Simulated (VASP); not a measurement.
## Bi: single point with PBE

The system is Bi, a slab with vacuum.

```xyz
4
Lattice="5.1183 0.0000 0.0000 0.0000 4.5197 0.0000 0.0000 0.0000 29.3598" Properties=species:S:1:pos:R:3 pbc="T T T"
Bi    0.2461    0.0000   10.9767
Bi    2.3130    2.2598   10.9767
Bi    2.8052    2.2598    8.0233
Bi    4.8721    0.0000    8.0233
```

- Program: VASP 6.6.1
- Task: single point
- Functional: PBE
- Potentials or basis: VASP PAW PBE potentials, release 64 (Bi_d)
- Cutoff: 520 eV
- k mesh: 4 × 4 × 1
- Occupations: gaussian, width 0.01 eV
- Spin: no spin polarisation

The largest force is 0.167 eV/Å.

Forces in eV/Å, atoms in the order of the input:
```
Bi  -0.136  0.000  0.098
Bi   0.136  0.000  0.098
Bi  -0.136  0.000 -0.098
Bi   0.136  0.000 -0.098
```

Levels at points of the mesh, in eV from the Fermi level:
| k point | band 27 | band 28 | band 29 | band 30 | band 31 | band 32 | band 33 | band 34 |
| --- | --- | --- | --- | --- | --- | --- | --- | --- |
| (0.00, 0.00, 0.00) | -2.22 | -1.38 | -0.97 | -0.07 | 0.48 | 2.33 | 2.45 | 2.93 |
| (0.50, 0.00, 0.00) | -1.00 | -1.00 | -0.62 | -0.62 | 0.87 | 0.87 | 1.83 | 1.83 |
| (0.00, 0.50, 0.00) | -1.51 | -1.51 | -1.35 | -1.35 | 0.78 | 0.78 | 1.16 | 1.16 |
| (0.50, 0.50, 0.00) | -2.88 | -2.88 | -1.44 | -1.44 | 2.23 | 2.23 | 4.27 | 4.27 |

Wall time 11 min on 1 thread of Intel(R) Xeon(R) Platinum 8488C (Sapphire Rapids) (shared host), peak memory 0.7 GiB.

Caveat: spin-orbit coupling is left out, which moves the levels of the heavy elements.
